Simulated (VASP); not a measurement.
# TiAl (vib) (Pm-3m) in VASP: a series of runs

Runs on TiAl (vib). Level: LDA. Tasks: single point, relaxation of cell and atoms.

Program: VASP 6.6.1. These are calculated values, not measurements. Logs are shortened: lines on timing, memory, paths and dates and some standing lists are left out, and cuts for length are marked.

**1. The cell of the first run**

Symmetry: Pm-3m, No. 221, cubic system. The conventional cell has a = 3.179 Å, b = 3.179 Å, c = 3.179 Å, α = 90.00°, β = 90.00°, γ = 90.00°. Ti (site symmetry m-3m) has 8 Al at 2.75 Å and 6 Ti at 3.18 Å within 3.6 Å. Within 3.6 Å of Al (site symmetry m-3m) lie 8 Ti at 2.75 Å and 6 Al at 3.18 Å.

**2. Single point, LDA**

INCAR reads:

```
SYSTEM = TiAl
ALGO = Normal
EDIFF = 1E-6
ENCUT = 520
ISIF = 2
ISMEAR = 0
LASPH = .TRUE.
LCHARG = .FALSE.
LREAL = .FALSE.
LWAVE = .FALSE.
NBANDS = 14
NELM = 80
PREC = Accurate
SIGMA = 0.1
```

KPOINTS reads:

```
k-points
0
G
  6 6 6
  0 0 0
```

POSCAR reads:

```
TiAl
1.0
    3.1790640000      0.0000000000      0.0000000000
    0.0000000000      3.1790640000      0.0000000000
    0.0000000000      0.0000000000      3.1790640000
Ti Al
1 1
Direct
    0.0000000000      0.0000000000      0.0000000000
    0.5000000000      0.5000000000      0.5000000000
```

Potentials or basis: VASP PAW LDA potentials, release 64 (Ti_sv, Al).

Run with:

```sh
> cat potpaw_LDA.64/Ti_sv/POTCAR potpaw_LDA.64/Al/POTCAR > POTCAR
> mpirun -np 1 vasp_std > vasp.out
```

OUTCAR:

```text
SYSTEM = TiAl
   EDIFF = 1E-6
   ENCUT = 520
   ISIF = 2
   ISMEAR = 0
   LASPH = .TRUE.
   LREAL = .FALSE.
   NELM = 80
   PREC = Accurate

 ion  position               nearest neighbor table
   1  0.000  0.000  0.000-   2 2.75   2 2.75   2 2.75   2 2.75   2 2.75   2 2.75   2 2.75   2 2.75

   2  0.500  0.500  0.500-   1 2.75   1 2.75   1 2.75   1 2.75   1 2.75   1 2.75   1 2.75   1 2.75

  LATTYP: Found a simple cubic cell.
 ALAT       =     3.1790640000

  Lattice vectors:

 A1 = (   3.1790640000,   0.0000000000,   0.0000000000)
 A2 = (   0.0000000000,   3.1790640000,   0.0000000000)
 A3 = (   0.0000000000,   0.0000000000,   3.1790640000)

Analysis of symmetry for initial positions (statically):
=====================================================================
 Subroutine PRICEL returns:
 Original cell was already a primitive cell.

 Routine SETGRP: Setting up the symmetry group for a
 simple cubic supercell.

 Subroutine GETGRP returns: Found 48 space group operations
 (whereof 48 operations were pure point group operations)
 out of a pool of 48 trial point group operations.

The static configuration has the point symmetry O_h .

Analysis of symmetry for dynamics (positions and initial velocities):
=====================================================================
 Subroutine PRICEL returns:
 Original cell was already a primitive cell.

 Routine SETGRP: Setting up the symmetry group for a
 simple cubic supercell.

 Subroutine GETGRP returns: Found 48 space group operations
 (whereof 48 operations were pure point group operations)
 out of a pool of 48 trial point group operations.

The dynamic configuration has the point symmetry O_h .

 Subroutine INISYM returns: Found 48 space group operations
 (whereof 48 operations are pure point group operations),
 and found     1 'primitive' translations

----------------------------------------------------------------------------------------

                                     Primitive cell

  volume of cell :      32.1290

  direct lattice vectors                    reciprocal lattice vectors
     3.179064000  0.000000000  0.000000000     0.314557996  0.000000000  0.000000000
     0.000000000  3.179064000  0.000000000     0.000000000  0.314557996  0.000000000
     0.000000000  0.000000000  3.179064000     0.000000000  0.000000000  0.314557996

  length of vectors
     3.179064000  3.179064000  3.179064000     0.314557996  0.314557996  0.314557996

  position of ions in fractional coordinates (direct lattice)
     0.000000000  0.000000000  0.000000000
     0.500000000  0.500000000  0.500000000

  ion indices of the primitive-cell ions
   primitive index   ion index
[... 83 lines left out ...]
   EFERMI =   0.00;   METHOD = LEGACY
   ISMEAR =     0;   SIGMA  =   0.10  broadening in eV -4-tet -1-fermi 0-gaus
   EFERMI_NEDOS =   21; number of points for ismear=-14 and -15
   IALGO  =     38    algorithm
   IMIX   =      4    mixing-type and parameters
     AMIX     =   0.40;   BMIX     =  1.00
     AMIX_MAG =   1.60;   BMIX_MAG =  1.00
  volume/ion in A,a.u.               =      16.06       108.41
  Fermi-wavevector in a.u.,A,eV,Ry     =   1.270007  2.399964 21.945065  1.612917
  Thomas-Fermi vector in A             =   2.403017
   LORBIT       =      0    0 simple, 1 ext, 2 COOP (PROOUT), +10 PAW based schemes
   GGA     = CA    functional components
   LHFCALC =     F    Hartree Fock is set to
   AEXX    =    0.0000 exact exchange contribution
   IVDW    =     0    specifies the selected vdW correction
   LEPSILON=     F    determine dielectric tensor
   LRPA    =     F    only Hartree local field effects (RPA)
 non-spin polarized calculation
 Gauss-broadening in eV      SIGMA  =   0.10
  energy-cutoff  :      520.00
  volume of cell :       32.13
 maximum number of plane-waves:       912
 NGX is ok and might be reduce to    24
   NGX = 11   NGY = 11   NGZ = 11

 number of electron      14.9999994 magnetization

 Free energy of the ion-electron system (eV)
  ---------------------------------------------------
  ext. energy  EPLUGINS =         0.00000000
  ---------------------------------------------------
  free energy    TOTEN  =       -13.27383415 eV

  energy without entropy =      -13.26058037  energy(sigma->0) =      -13.26720726

 E-fermi :   8.5362     XC(G=0): -11.3152

 val. band max:        8.4764089301   @ k =   0.3333   0.3333   0.1667
 cond. band min:       8.5903657383   @ k =   0.3333   0.1667   0.0000
 fundamental gap:      0.1139568082
 Fermi energy:         8.5361703439

 k-point     1 :       0.0000    0.0000    0.0000
  band No.  band energies     occupation
      1     -47.6565      2.00000
      2     -24.2418      2.00000
      3     -24.2418      2.00000
      4     -24.2418      2.00000
      5      -0.6726      2.00000
      6       7.1175      2.00000
      7       7.1175      2.00000
      8      10.2825      0.00000
      9      10.2825      0.00000
     10      10.2825      0.00000
     11      12.9388      0.00000
     12      12.9388      0.00000
     13      12.9388      0.00000
     14      17.4312      0.00000
[... 309 lines left out ...]
      1     -47.6105      2.00000
      2     -24.3719      2.00000
      3     -24.3719      2.00000
      4     -24.3719      2.00000
      5       5.4495      2.00000
      6       5.4495      2.00000
      7       5.4495      2.00000
      8       9.0833      0.00000
      9      11.3380      0.00000
     10      11.3380      0.00000
     11      11.5230      0.00000
     12      11.5230      0.00000
     13      11.5230      0.00000
     14      15.0654      0.00000

------------------------ aborting loop because EDIFF is reached ----------------------------------------

  FORCE on cell =-STRESS in cart. coord.  units (eV):
  Direction    XX          YY          ZZ          XY          YZ          ZX
  --------------------------------------------------------------------------------------
  -------------------------------------------------------------------------------------
  Total       -1.1957782     -1.1957782     -1.1957782     -0.0000000     -0.0000000     -0.0000000
  in kB      -59.6298085    -59.6298085    -59.6298085     -0.0000000     -0.0000000     -0.0000000
  external PRESSURE =     -59.6298085 kB  Pullay stress =       0.0000000 kB

 VOLUME and BASIS-vectors are now :
 -----------------------------------------------------------------------------
  energy-cutoff  :      520.00
  volume of cell :       32.13
      direct lattice vectors                 reciprocal lattice vectors
     3.179064000  0.000000000  0.000000000     0.314557996  0.000000000  0.000000000
     0.000000000  3.179064000  0.000000000     0.000000000  0.314557996  0.000000000
     0.000000000  0.000000000  3.179064000     0.000000000  0.000000000  0.314557996

 POSITION                                       TOTAL-FORCE (eV/Angst)
 -----------------------------------------------------------------------------------
      0.00000      0.00000      0.00000         0.000000      0.000000      0.000000
      1.58953      1.58953      1.58953         0.000000      0.000000      0.000000
 -----------------------------------------------------------------------------------
    total drift:                                0.000000      0.000000      0.000000

  FREE ENERGIE OF THE ION-ELECTRON SYSTEM (eV)
  ---------------------------------------------------
  free  energy   TOTEN  =       -13.2738341515 eV

  energy  without entropy=      -13.2605803711  energy(sigma->0) =      -13.26720726
```

Run time: 2.3 s. Hardware: 1 thread of Intel Xeon 6975P-C (Granite Rapids), shared host; peak memory 0.12 GiB.

What came out:

```
Free energy : -13.2738 eV
Pressure    : -6.0 GPa
```

Levels at points of the mesh, in eV from the Fermi level:
```
           k point  band 5  band 6  band 7  band 8  band 9  band 10
(0.00, 0.00, 0.00)   -9.21   -1.42   -1.42    1.75    1.75     1.75
(0.50, 0.00, 0.00)   -5.98   -5.13   -0.54    0.10    0.10     1.95
(0.50, 0.50, 0.00)   -5.02   -2.03   -2.03   -1.44    0.66     0.66
(0.50, 0.50, 0.50)   -3.09   -3.09   -3.09    0.55    2.80     2.80
```

[end of part 1 of 2]
